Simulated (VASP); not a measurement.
Input of a VASP 6.6.1 run:

INCAR

```
SYSTEM = TmGa3Hg3As2N4
PREC = Accurate
ENCUT = 600
EDIFF = 1E-7
ISMEAR = 0
SIGMA = 0.1
LREAL = .FALSE.
LASPH = .TRUE.
NELM = 200
ALGO = Normal
ISIF = 3
LWAVE = .FALSE.
LCHARG = .FALSE.
GGA = PE
IBRION = 2
NSW = 100
EDIFFG = -0.01
GGA_COMPAT = .FALSE.
NELMIN = 4
LMAXMIX = 6
KPAR = 4
```

Contents of KPOINTS:

```
regular mesh
0
G
  10 4 4
  0 0 0
```

File POSCAR:

```
TmGa3Hg3As2N4
1.0
    3.1535592203      0.0000000000      0.0000000000
    0.0158918389      8.1239546581      0.0000000000
    1.5315756419      0.6239592871      9.6270045144
Tm Ga Hg As N
1 3 3 2 4
Direct
    0.9445885969      0.9642989070      0.0362424464
    0.9322808845      0.3265607188      0.0605792399
    0.0325759604      0.6925633317      0.8551880749
    0.5501559782      0.3320373259      0.8192500084
    0.7547339636      0.2996534116      0.4134324870
    0.3491553953      0.6450843033      0.2291831756
    0.1679150157      0.7898359484      0.5861948417
    0.3054286648      0.9359607453      0.3133296983
    0.6393407029      0.1333758643      0.6401189542
    0.0230506384      0.4543108795      0.8740591281
    0.8522749434      0.4425678640      0.2230172953
    0.4912987417      0.7998680737      0.9393880366
    0.4572005143      0.1838826264      0.0100176135
```

Potentials or basis: VASP PAW PBE potentials, release 64 (Tm_3, Ga_d, Hg, As, N), 4f in core.

Command:

```console
$ cat potpaw_PBE.64/Tm_3/POTCAR potpaw_PBE.64/Ga_d/POTCAR potpaw_PBE.64/Hg/POTCAR potpaw_PBE.64/As/POTCAR potpaw_PBE.64/N/POTCAR > POTCAR
$ mpirun -np 4 vasp_std > vasp.out
```

(1) Predict the space group after relaxing (to 0.1 Å).

(2) Predict the band gap on the k mesh.

(3) What does it give for the relaxed volume?

Results:

(1) Cm (No. 8).

(2) zero (bands 57 and 58 overlap by 1.86 eV).

(3) 19.15 Å³/atom.

Caveat: spin-orbit coupling is left out, which moves the levels of the heavy elements; the 4f electrons are frozen in the core, so they carry no moment and show no levels; the run has no spin polarisation, though such a crystal can be magnetic.
